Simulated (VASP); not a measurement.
Here is a VASP 6.6.1 calculation.

INCAR

```
PREC     = Accurate       # precision mode
ENCUT    = 520            # plane-wave cutoff, eV
EDIFF    = 1E-6           # SCF threshold, eV
ISMEAR   = -1             # smearing method
SIGMA    = 0.08           # smearing width, eV
LREAL    = F              # projectors in reciprocal space
LASPH    = T              # aspherical terms in the spheres
NELM     = 80             # most SCF steps
ALGO     = Normal         # electronic algorithm
ISIF     = 2              # what is computed and relaxed
LWAVE    = F              # write WAVECAR
LCHARG   = T              # write CHGCAR
LDIPOL   = T            
IDIPOL   = 3            
DIPOL    = 0.5 0.5 0.500
GGA      = PE             # functional
LELF     = T              # ELF
LVHAR    = T            
LVACPOTAV= T            
NBANDS   = 24             # bands
```

The input KPOINTS:

```
Automatic mesh
0
Gamma
  13 13 1
```

Contents of POSCAR:

```
TaN
1.0
    3.1233934579      0.0000000000      0.0000000000
    0.0000000000      3.1233934579      0.0000000000
    0.0000000000      0.0000000000     18.2086000000
Ta N
2 2
Direct
    0.0000000000      0.0000000000      0.4393535831
    0.5000000000      0.5000000000      0.5606464169
    0.5000000000      0.5000000000      0.4393535831
    0.0000000000      0.0000000000      0.5606464169
```

Potentials or basis: VASP PAW PBE potentials, release 64 (Ta_pv, N).

Command:

```bash
$ cat potpaw_PBE.64/Ta_pv/POTCAR potpaw_PBE.64/N/POTCAR > POTCAR
$ mpirun -np 1 vasp_std > vasp.out
```

Q: Estimate the band gap on the k mesh.

A: Zero (band 16 reaches -0.02 eV, above the bottom of band 17 at -1.54 eV).

Q: What does it give for the largest force?

A: 1.912 eV/Å.

Forces on the atoms (eV/Å):
```
Ta   0.000  0.000  1.912
Ta   0.000  0.000 -1.912
N    0.000  0.000 -0.639
N    0.000  0.000  0.639
```

Caveat: spin-orbit coupling is left out, which moves the levels of the heavy elements.
